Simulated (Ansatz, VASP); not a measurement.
PbSe: VASP beside Ansatz

```
CELL_PARAMETERS angstrom
0.00000 3.06200 3.06200
3.06200 0.00000 3.06200
3.06200 3.06200 0.00000
ATOMIC_POSITIONS crystal
Pb 0.00000 0.00000 0.00000
Se 0.50000 0.50000 0.50000
```

Alike in both runs: task single point; functional r2SCAN; k mesh 6 × 6 × 6; occupations gaussian, width 0.1 eV; no spin polarisation.

|  | VASP | Ansatz |
| --- | --- | --- |
| version | VASP 6.6.1 | Ansatz 0.2.0 |
| potentials or method | VASP PAW PBE potentials, release 64 (Pb_d, Se), cutoff 520 eV | scalar-relativistic, plane waves, PAW |
| valence electrons in the cell | 20 | 30 |

|  | VASP | Ansatz | Ansatz less VASP |
| --- | --- | --- | --- |
| gap on the k mesh at the Fermi level (eV) | 0.58 | 0.59 | +0.002 |
| least direct gap on the mesh (eV) | 0.58 | 0.59 | +0.002 |
| pressure (GPa) | 1.4 | 1.4 | -0.03 |

VASP's potentials were made for PBE, not for r2SCAN. The functional is the same, so the differences come from potentials, cutoffs and numerics. VASP's potentials hold 20 valence electrons a cell and Ansatz's 30, so a difference there can come from the potentials and not from the codes.

Spin-orbit coupling is off throughout.
